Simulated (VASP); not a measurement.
Crystal: TaN.

```
CELL_PARAMETERS angstrom
2.71259 0.00000 0.00000
0.00000 2.71259 0.00000
0.00000 0.00000 2.71259
ATOMIC_POSITIONS crystal
Ta 0.00000 0.00000 0.00000
N 0.50000 0.50000 0.50000
```

Base run:

* Program: VASP 6.6.1
* Functional: PBEsol
* Dispersion: D4
* Potentials or basis: VASP PAW PBE potentials, release 64 (Ta_pv, N)
* Cutoff: 520 eV
* k mesh: 10 × 10 × 10
* Occupations: fermi-dirac, width 0.05 eV
* Spin: no spin polarisation

Its results: band gap on the k mesh zero (band 8 reaches 16.02 eV, above the bottom of band 9 at 6.84 eV); pressure 1.0 GPa.

Task: The run is repeated on the same cell with these changes: potentials or basis from VASP PAW PBE potentials, release 64 (Ta_pv, N) to VASP PAW PBE potentials, release 64 (Ta_sv_GW, N); cutoff from 520 eV to 600 eV; further incar settings from ALGO = Normal; EDIFF = 1e-06; NBANDS = 15 to ALGO = Normal; EDIFF = 1e-06; NBANDS = 16; valence electrons from 16 to 18. What comes out?

Result: Band gap on the k mesh zero (band 9 reaches 20.56 eV, above the bottom of band 10 at 11.38 eV); pressure -0.1 GPa.

Caveats: the PAW data sets were made with another functional, which shifts forces and pressure a little; spin-orbit coupling is left out, which moves the levels of the heavy elements; pairwise dispersion overbinds metals, which lowers pressure and volume.
